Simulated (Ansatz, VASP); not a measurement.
Two plane-wave programs on Tl

```
Tl
1.0
     0.00000    2.42509    2.42509
     2.42509    0.00000    2.42509
     2.42509    2.42509    0.00000
Tl
1
Direct
  0.00000 0.00000 0.00000
```

Alike in both runs: task relaxation of cell and atoms; functional PBEsol; k mesh 16 × 16 × 16; occupations gaussian, width 0.1 eV; no spin polarisation.

|  | VASP | Ansatz |
| --- | --- | --- |
| version | VASP 6.6.1 | Ansatz 0.2.0 |
| potentials or method | VASP PAW PBE potentials, release 64 (Tl_d), cutoff 600 eV | scalar-relativistic, plane waves, PAW |
| valence electrons in the cell | 13 | 13 |

```csv
,VASP,Ansatz,Ansatz less VASP
"gap on the k mesh at the Fermi level, each at its own relaxed structure (eV)",none,none,-
relaxed volume (Å³/atom),28.30,28.33,+0.031
relaxed length of the cell vector where the two differ most in proportion (Å),3.420,3.422,+0.0012
```

VASP's potentials were made for PBE, not for PBEsol. A gap of «none» marks a metal or a gap that the smearing closes.

Neither program's run includes spin-orbit coupling.
